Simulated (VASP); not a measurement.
Wanted: the native input for a VASP 6.6.1 run.

```yaml
Task: single point
Functional: PBE
Potentials_or_basis: VASP PAW PBE potentials, release 64 (Cu)
Cutoff: 520 eV
k_mesh: 12 × 12 × 12, shifted
Occupations: gaussian, width 0.1 eV
Spin: no spin polarisation
Dipole_correction: no
Further_INCAR_settings: ALGO = Normal; EDIFF = 1e-06; NBANDS = 12
```

The structure of Cu lies in POSCAR:

```
Cu
1.0
   -1.4427933200      1.4427933200      1.3760814500
    1.4427933200     -1.4427933200      1.3760814500
    1.4427933200      1.4427933200     -1.3760814500
Cu
1
Direct
    0.0000000000      0.0000000000      0.0000000000
```

These files were run (other wordings do the same):

INCAR

```
SYSTEM = Cu
PREC = Accurate ; ENCUT = 520
EDIFF = 1E-6 ; ISMEAR = 0
SIGMA = 0.1 ; LREAL = .FALSE.
LASPH = .TRUE. ; NELM = 100
ALGO = Normal ; ISIF = 2
LWAVE = .FALSE. ; LCHARG = .FALSE.
GGA = PE ; NBANDS = 12
```

KPOINTS

```
Automatic mesh
0
Gamma
  12 12 12
  0.5 0.5 0.5
```

Potentials or basis: VASP PAW PBE potentials, release 64 (Cu).

The run is started by

```console
$ cat potpaw_PBE.64/Cu/POTCAR > POTCAR
$ mpirun -np 1 vasp_std > vasp.out
```

Results of the run:

- Pressure: 7.9 GPa

It took 14 s on 1 thread of Intel(R) Xeon(R) 6975P-C (Granite Rapids), on a shared host, peak memory 0.13 GiB.
